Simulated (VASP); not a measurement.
A run of VASP 6.6.1 is set up as follows.

Contents of INCAR:

```
SYSTEM = Al
PREC     = Accurate       ! precision mode
ENCUT    = 520            ! plane-wave cutoff, eV
EDIFF    = 1E-6           ! SCF threshold, eV
ISMEAR   = 0              ! smearing method
SIGMA    = 0.1            ! smearing width, eV
LREAL    = .False.        ! projectors in reciprocal space
LASPH    = .True.         ! aspherical terms in the spheres
NELM     = 100            ! most SCF steps
ALGO     = Fast           ! electronic algorithm
ISIF     = 2              ! what is computed and relaxed
LWAVE    = .False.        ! write WAVECAR
LCHARG   = .False.        ! write CHGCAR
LDIPOL   = .True.       
IDIPOL   = 3            
DIPOL    = 0.5 0.5 0.501
GGA      = PE             ! functional
IVDW     = 12             ! dispersion correction
NBANDS   = 14             ! bands
```

File KPOINTS:

```
regular mesh
0
Gamma
  10 7 1
  0 0 0
```

POSCAR

```
Al
1.0
    2.8162123206      0.0000000000      0.0000000000
    0.0000000000      3.9827256583      0.0000000000
    0.0000000000      0.0000000000     18.2243184809
Al
4
Direct
    0.5000000000      0.5000000000      0.3841021549
    0.0000000000      0.0000000000      0.4613673850
    0.5000000000      0.5000000000      0.5421508204
    0.0000000000      0.0000000000      0.6161739935
```

Potentials or basis: VASP PAW PBE potentials, release 64 (Al).

Command:

```console
$ cat potpaw_PBE.64/Al/POTCAR > POTCAR
$ mpirun -np 1 vasp_std > vasp.out
```

Estimate the dispersion energy per atom.

-0.210 eV.

What does it give for the band gap on the k mesh?

Zero (bands 6 and 7 overlap by 1.05 eV).

Estimate the largest force.

0.174 eV/Å.

Forces in eV/Å, atoms in the order of the input:
```
Al   0.000  0.000  0.174
Al   0.000  0.000 -0.157
Al   0.000  0.000 -0.012
Al   0.000  0.000 -0.005
```
